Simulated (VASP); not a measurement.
Runs of VASP 6.6.1 on Ru. The structure is that of space group P6_3/mmc (No. 194), or close to it. The cells are those of the table. 

```tsv
task	cell	cutoff (eV)	gap on the mesh (eV)	pressure (GPa)
relaxation of cell and atoms	relaxed to 48 GPa from a = 2.597, b = 2.597, c = 4.208 Å, angles 90.0, 90.0, 120.0°, 2 atoms	600	none	48.0
relaxation of cell and atoms	relaxed to 48 GPa from a = 2.615, b = 2.615, c = 4.142 Å, angles 90.0, 90.0, 120.0°, 2 atoms	600	none	48.0
single point	a = 2.615, b = 2.615, c = 4.141 Å, angles 90.0, 90.0, 120.0°, 2 atoms	520	none	48.2
single point	a = 2.615, b = 2.615, c = 4.142 Å, angles 90.0, 90.0, 120.0°, 2 atoms	520	none	(a)
```

Alike in all rows: level PBE; potentials or basis VASP PAW PBE potentials, release 64 (Ru_pv); no spin polarisation; k mesh 17 × 17 × 9; smearing fermi-dirac 0.1 eV.

**Question.** Estimate the missing entries.

**Answer.** (a) 48.1.

Caveats: the cell is relaxed towards a set pressure, so the enthalpy falls and the energy may rise (some runs).

A k mesh can miss the band edges, and the runs leave out spin-orbit coupling on Ru.

A gap of «none» marks levels without a gap at the run's occupations.
